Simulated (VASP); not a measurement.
# W (Fm-3m) in VASP: notebook

Runs on W. Level: HSE06. Tasks: single point.

All numbers are computed with VASP 6.6.1; they aren't measurements. Logs are shortened: lines on timing, memory, paths and dates and some standing lists are left out, and cuts for length are marked.

## (1) The cell of the first run

The structure is cubic, space group Fm-3m (No. 225). The conventional cell has a = 4.005 Å, b = 4.005 Å, c = 4.005 Å, α = 90.00°, β = 90.00°, γ = 90.00°. W (site symmetry m-3m) has 12 W at 2.83 Å within 3.7 Å.

This isn't the form of W at room conditions, which is bcc.

## (2) Single point, HSE06

POSCAR reads:

```
W
1.0
    0.0000000000      2.0025642044      2.0025642044
    2.0025642044      0.0000000000      2.0025642044
    2.0025642044      2.0025642044      0.0000000000
W
1
Direct
    0.0000000000      0.0000000000      0.0000000000
```

INCAR.step1 reads:

```
SYSTEM = W
ALGO = Normal
EDIFF = 1E-5
ENCUT = 520
GGA = PE
ISIF = 2
ISMEAR = -1
LASPH = .TRUE.
LCHARG = .FALSE.
LREAL = .FALSE.
LWAVE = .TRUE.
NBANDS = 13
NELM = 100
PREC = Accurate
SIGMA = 0.05
```

INCAR.step2 reads:

```
SYSTEM = W
ALGO = Normal
EDIFF = 1E-7
ENCUT = 520
GGA = PE
HFSCREEN = 0.2079
ISIF = 2
ISMEAR = -1
ISTART = 1
LASPH = .TRUE.
LCHARG = .FALSE.
LHFCALC = .TRUE.
LREAL = .FALSE.
LWAVE = .FALSE.
NBANDS = 13
NELM = 100
PREC = Accurate
PRECFOCK = Normal
SIGMA = 0.05
```

KPOINTS reads:

```
k-points
0
G
  6 6 6
  0 0 0
```

Potentials or basis: VASP PAW PBE potentials, release 64 (W_sv).

Command:

```sh
> cat potpaw_PBE.64/W_sv/POTCAR > POTCAR
> cp INCAR.step1 INCAR
> mpirun -np 1 vasp_std > vasp.out
> cp INCAR.step2 INCAR
> mpirun -np 1 vasp_std > vasp.out
```

OUTCAR:

```text
SYSTEM = W
   EDIFF = 1E-7
   ENCUT = 520
   GGA = PE
   HFSCREEN = 0.2079
   ISIF = 2
   ISMEAR = -1
   ISTART = 1
   LASPH = .TRUE.
   LHFCALC = .TRUE.
   LREAL = .FALSE.
   NELM = 100
   PREC = Accurate
   PRECFOCK = Normal

 ion  position               nearest neighbor table
   1  0.000  0.000  0.000-

  LATTYP: Found a face centered cubic cell.
 ALAT       =     4.0051284088

  Lattice vectors:

 A1 = (   0.0000000000,   2.0025642044,   2.0025642044)
 A2 = (   2.0025642044,   0.0000000000,   2.0025642044)
 A3 = (   2.0025642044,   2.0025642044,   0.0000000000)

Analysis of symmetry for initial positions (statically):
=====================================================================
 Subroutine PRICEL returns:
 Original cell was already a primitive cell.

 Routine SETGRP: Setting up the symmetry group for a
 face centered cubic supercell.

 Subroutine GETGRP returns: Found 48 space group operations
 (whereof 48 operations were pure point group operations)
 out of a pool of 48 trial point group operations.

The static configuration has the point symmetry O_h .

Analysis of symmetry for dynamics (positions and initial velocities):
=====================================================================
 Subroutine PRICEL returns:
 Original cell was already a primitive cell.

 Routine SETGRP: Setting up the symmetry group for a
 face centered cubic supercell.

 Subroutine GETGRP returns: Found 48 space group operations
 (whereof 48 operations were pure point group operations)
 out of a pool of 48 trial point group operations.

The dynamic configuration has the point symmetry O_h .

 Subroutine INISYM returns: Found 48 space group operations
 (whereof 48 operations are pure point group operations),
 and found     1 'primitive' translations

----------------------------------------------------------------------------------------

                                     Primitive cell

  volume of cell :      16.0616

  direct lattice vectors                    reciprocal lattice vectors
     0.000000000  2.002564204  2.002564204    -0.249679885  0.249679885  0.249679885
     2.002564204  0.000000000  2.002564204     0.249679885 -0.249679885  0.249679885
     2.002564204  2.002564204  0.000000000     0.249679885  0.249679885 -0.249679885

  length of vectors
     2.832053457  2.832053457  2.832053457     0.432458246  0.432458246  0.432458246

  position of ions in fractional coordinates (direct lattice)
     0.000000000  0.000000000  0.000000000

  ion indices of the primitive-cell ions
   primitive index   ion index
                 1           1

----------------------------------------------------------------------------------------

 KPOINTS: k-points

Automatic generation of k-mesh.
 Grid dimensions read from file:
 generate k-points for:    6    6    6

 Generating k-lattice:

  Cartesian coordinates                     Fractional coordinates (reciprocal lattice)
    -0.041613314  0.041613314  0.041613314     0.166666667  0.000000000  0.000000000
     0.041613314 -0.041613314  0.041613314     0.000000000  0.166666667  0.000000000
     0.041613314  0.041613314 -0.041613314     0.000000000  0.000000000  0.166666667

  Length of vectors
     0.072076374  0.072076374  0.072076374

  Shift w.r.t. Gamma in fractional coordinates (k-lattice)
     0.000000000  0.000000000  0.000000000

 Subroutine IBZKPT returns following result:
 ===========================================

 Found     16 irreducible k-points:

 Following reciprocal coordinates:
            Coordinates               Weight
  0.000000  0.000000  0.000000      1.000000
  0.166667  0.000000  0.000000      8.000000
  0.333333  0.000000  0.000000      8.000000
  0.500000  0.000000  0.000000      4.000000
  0.166667  0.166667  0.000000      6.000000
  0.333333  0.166667  0.000000     24.000000
[... 8 lines left out ...]
 -0.333333  0.333333  0.166667     24.000000
 -0.333333  0.500000  0.166667     12.000000
   k-points           NKPTS =     16   k-points in BZ     NKDIM =    216   number of bands    NBANDS=     13
   number of dos      NEDOS =    301   number of ions     NIONS =      1
   total plane-waves  NPLWV =  13824
   dimension x,y,z NGX =    24 NGY =   24 NGZ =   24
   dimension x,y,z NGXF=    48 NGYF=   48 NGZF=   48
   ions per type =               1
   NGX,Y,Z   is equivalent  to a cutoff of  14.09, 14.09, 14.09 a.u.
   NGXF,Y,Z  is equivalent  to a cutoff of  28.18, 28.18, 28.18 a.u.
 SYSTEM =  W
   PREC   = accura    normal or accurate (medium, high low for compatibility)
   ISTART =      1    job   : 0-new  1-cont  2-samecut
   ICHARG =      0    charge: 1-file 2-atom 10-const
   ISPIN  =      1    spin polarized calculation?
   LNONCOLLINEAR =      F non collinear calculations
   LSORBIT =      F    spin-orbit coupling
   LASPH  =      T    aspherical Exc in radial PAW
   ENCUT  =  520.0 eV  38.22 Ry    6.18 a.u.   5.27  5.27  5.27*2*pi/ulx,y,z
   NELM   =    100;   NELMIN=  2; NELMDL=  0     # of ELM steps
   EDIFF  = 0.1E-06   stopping-criterion for ELM
   LREAL  =      F    real-space projection
   EDIFFG = 0.1E-05   stopping-criterion for IOM
   NSW    =      0    number of steps for IOM
   IBRION =     -1    ionic relax: 0-MD 1-quasi-New 2-CG
   NFREE  =      0    steps in history (QN), initial steepest desc. (CG)
   ISIF   =      2    stress and relaxation
   ISYM   =      3    0-nonsym 1-usesym 2-fastsym
   POTIM  = 0.5000    time-step for ionic-motion
   TEBEG  =    0.0;   TEEND  =   0.0 temperature during run
   PSTRESS=    0.0 pullay stress
   NELECT =      14.0000    total number of electrons
   NUPDOWN=      -1.0000    fix difference up-down
   EMIN   =  10.00;   EMAX   =-10.00  energy-range for DOS
   EFERMI =   0.00;   METHOD = LEGACY
   ISMEAR =    -1;   SIGMA  =   0.05  broadening in eV -4-tet -1-fermi 0-gaus
   EFERMI_NEDOS =   21; number of points for ismear=-14 and -15
   IALGO  =     38    algorithm
   IMIX   =      1    mixing-type and parameters
     AMIX     =   0.40;   BMIX     =  1.00
     AMIX_MAG =   1.60;   BMIX_MAG =  1.00
  volume/ion in A,a.u.               =      16.06       108.39
  Fermi-wavevector in a.u.,A,eV,Ry     =   1.563823  2.955198 33.273644  2.445544
  Thomas-Fermi vector in A             =   2.666538
   LORBIT       =      0    0 simple, 1 ext, 2 COOP (PROOUT), +10 PAW based schemes
   GGA     = PE    functional components
   LHFCALC =     T    Hartree Fock is set to
   PRECFOCK=normal    Normal, Fast or Accurate (Low or Medium for compatibility)
   ENCUT4O =  -1.0   cutoff for four orbital integrals eV
   NKREDX  =     1    reduce k-point grid by
   NKREDY  =     1    reduce k-point grid by
   NKREDZ  =     1    reduce k-point grid by
   AEXX    =    0.2500 exact exchange contribution
   HFSCREEN=    0.2079 screening length (either q_TF or 0.3 A-1)
   HFSCREENC=   0.2079 screening length for correlation (either q_TF or 0.3 A-1)
   ENCUTFOCK=  -1.0 apply spherical cutoff to Coloumb kernel
   IVDW    =     0    specifies the selected vdW correction
   LEPSILON=     F    determine dielectric tensor
   LRPA    =     F    only Hartree local field effects (RPA)
 non-spin polarized calculation
  energy-cutoff  :      520.00
  volume of cell :       16.06
 maximum number of plane-waves:       444
 NGX is ok and might be reduce to    24
  NGX = 16; NGY = 16; NGZ = 16

 number of electron      14.0000000 magnetization

 Free energy of the ion-electron system (eV)
  ---------------------------------------------------
  ext. energy  EPLUGINS =         0.00000000
  ---------------------------------------------------
  free energy    TOTEN  =       -14.32144527 eV

  energy without entropy =      -14.31338622  energy(sigma->0) =      -14.31741575

 E-fermi :  10.7578     XC(G=0): -11.0410

 val. band max:       10.6845104746   @ k =   0.5000   0.3333   0.0000
 cond. band min:      10.7827342629   @ k =   0.3333   0.3333   0.0000
 fundamental gap:      0.0982237882
 Fermi energy:        10.7577634614

 k-point     1 :       0.0000    0.0000    0.0000
  band No.  band energies     occupation
      1     -67.2114      2.00000
      2     -29.2402      2.00000
      3     -29.2402      2.00000
      4     -29.2402      2.00000
      5       0.2576      2.00000
      6       9.8985      2.00000
      7       9.8985      2.00000
      8       9.8985      2.00000
      9      13.9405      0.00000
     10      13.9405      0.00000
     11      24.2055      0.00000
     12      29.8963      0.00000
     13      29.8963      0.00000

 k-point     2 :       0.1667    0.0000    0.0000
  band No.  band energies     occupation
      1     -67.1769      2.00000
      2     -29.6192      2.00000
      3     -29.2869      2.00000
      4     -29.2869      2.00000
      5       1.5460      2.00000
      6       9.0017      2.00000
      7      10.4316      1.99706
      8      10.4316      1.99706
      9      13.5699      0.00000
     10      13.5699      0.00000
     11      25.9292      0.00000
     12      27.3740      0.00000
     13      32.2206      0.00000

 k-point     3 :       0.3333    0.0000    0.0000
  band No.  band energies     occupation
      1     -67.1071      2.00000
      2     -30.3304      2.00000
      3     -29.3768      2.00000
      4     -29.3768      2.00000
      5       3.6578      2.00000
      6       9.0540      2.00000
      7      10.2398      1.99994
      8      10.2398      1.99994
      9      14.9203      0.00000
     10      14.9203      0.00000
     11      23.3417      0.00000
     12      27.5919      0.00000
     13      34.1815      0.00000

 k-point     4 :       0.5000    0.0000    0.0000
  band No.  band energies     occupation
      1     -67.0720      2.00000
      2     -30.6667      2.00000
      3     -29.4204      2.00000
      4     -29.4204      2.00000
      5       3.9725      2.00000
      6       9.8197      2.00000
      7       9.8197      2.00000
      8      10.9721      0.02715
      9      16.5424      0.00000
     10      16.5424      0.00000
     11      22.2464      0.00000
     12      23.8429      0.00000
     13      30.7167      0.00000

 k-point     5 :       0.1667    0.1667    0.0000
  band No.  band energies     occupation
      1     -67.1655      2.00000
      2     -29.6076      2.00000
      3     -29.3691      2.00000
      4     -29.3691      2.00000
      5       1.9856      2.00000
      6       8.2805      2.00000
      7      11.0794      0.00321
      8      11.0794      0.00321
      9      11.9238      0.00000
     10      14.5153      0.00000
     11      27.4870      0.00000
     12      28.7069      0.00000
     13      30.8561      0.00000
[... 129 lines left out ...]
 k-point    14 :       0.5000    0.3333    0.1667
  band No.  band energies     occupation
      1     -67.0609      2.00000
      2     -30.3033      2.00000
      3     -29.8100      2.00000
      4     -29.5487      2.00000
      5       5.9186      2.00000
      6       7.0124      2.00000
      7       8.4309      2.00000
      8      13.1956      0.00000
      9      14.3127      0.00000
     10      18.2523      0.00000
     11      24.4146      0.00000
     12      27.4304      0.00000
     13      28.9476      0.00000

 k-point    15 :      -0.3333    0.3333    0.1667
  band No.  band energies     occupation
      1     -67.0374      2.00000
      2     -30.3400      2.00000
      3     -29.9826      2.00000
      4     -29.6271      2.00000
      5       6.7821      2.00000
      6       6.8621      2.00000
      7       8.6157      2.00000
      8      12.4654      0.00000
      9      15.8993      0.00000
     10      20.7878      0.00000
     11      20.8454      0.00000
     12      27.1135      0.00000
     13      28.1728      0.00000

 k-point    16 :      -0.3333    0.5000    0.1667
  band No.  band energies     occupation
      1     -67.0261      2.00000
      2     -30.3667      2.00000
      3     -29.9488      2.00000
      4     -29.7584      2.00000
      5       5.5559      2.00000
      6       6.4331      2.00000
      7      10.0267      2.00000
      8      13.5525      0.00000
      9      17.2631      0.00000
     10      20.8302      0.00000
     11      22.2494      0.00000
     12      23.2580      0.00000
     13      27.3186      0.00000

------------------------ aborting loop because EDIFF is reached ----------------------------------------

  FORCE on cell =-STRESS in cart. coord.  units (eV):
  Direction    XX          YY          ZZ          XY          YZ          ZX
  --------------------------------------------------------------------------------------
  -------------------------------------------------------------------------------------
  Total        0.3097629      0.3097629      0.3097629      0.0000000      0.0000000      0.0000000
  in kB       30.8994462     30.8994462     30.8994462      0.0000000      0.0000000      0.0000000
  external PRESSURE =      30.8994462 kB  Pullay stress =       0.0000000 kB

 VOLUME and BASIS-vectors are now :
 -----------------------------------------------------------------------------
  energy-cutoff  :      520.00
  volume of cell :       16.06
      direct lattice vectors                 reciprocal lattice vectors
     0.000000000  2.002564204  2.002564204    -0.249679885  0.249679885  0.249679885
     2.002564204  0.000000000  2.002564204     0.249679885 -0.249679885  0.249679885
     2.002564204  2.002564204  0.000000000     0.249679885  0.249679885 -0.249679885

 POSITION                                       TOTAL-FORCE (eV/Angst)
 -----------------------------------------------------------------------------------
      0.00000      0.00000      0.00000         0.000000      0.000000      0.000000
 -----------------------------------------------------------------------------------
    total drift:                                0.000000      0.000001      0.000001

  FREE ENERGIE OF THE ION-ELECTRON SYSTEM (eV)
  ---------------------------------------------------
  free  energy   TOTEN  =       -14.3214452719 eV

  energy  without entropy=      -14.3133862183  energy(sigma->0) =      -14.31741575
```

Run time: 10 min. Hardware: 1 thread of Intel Xeon Platinum 8559C (Emerald Rapids), shared host; peak memory 0.24 GiB.

What came out:

- Free energy: -14.3214 eV
- Pressure: 3.1 GPa
- Band gap on the k mesh: zero (bands 7 and 8 overlap by 3.83 eV)

Caveat: the k points lie up to 0.45 Å⁻¹ apart, too coarse for converged energies and pressures of a metal; the PAW data sets were made with another functional, which shifts forces and pressure a little; spin-orbit coupling is left out, which moves the levels of the heavy elements.

[end of part 1 of 2]
